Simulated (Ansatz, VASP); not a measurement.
**GaN in VASP and in Ansatz**

```
Ga N
1.0
     2.90663    0.00000    0.00000
    -1.45332    2.51722    0.00000
     0.00000    0.00000    4.93018
Ga N
2 2
Direct
  0.00000 0.00000 0.00000
  0.00000 0.00000 0.50000
  0.33333 0.66667 0.25000
  0.66667 0.33333 0.75000
```

Alike in both runs: task single point; functional r2SCAN; k mesh 9 × 9 × 4; no spin polarisation.

```csv
,VASP,Ansatz
version,VASP 6.6.1,Ansatz 0.2.0
potentials or method,"VASP PAW PBE potentials, release 64 (Ga_d, N)","plane waves, PAW"
plane-wave cutoff (eV),520,500
occupations,"gaussian, width 0.01 eV",fixed
valence electrons in the cell,36,36
```

VASP gave:

| Item | Value |
| --- | --- |
| gap on the k mesh at the Fermi level (eV) | 2.29 |
| pressure (GPa) | 18.0 |
| traceless stress, the component that is largest in VASP (GPa) | 1.97 |

Q: Which values does Ansatz return?

A: gap on the k mesh at the Fermi level (eV): 2.32; pressure (GPa): 16.5; traceless stress, the component that is largest in VASP (GPa): 1.95.

VASP's potentials were made for PBE, not for r2SCAN.
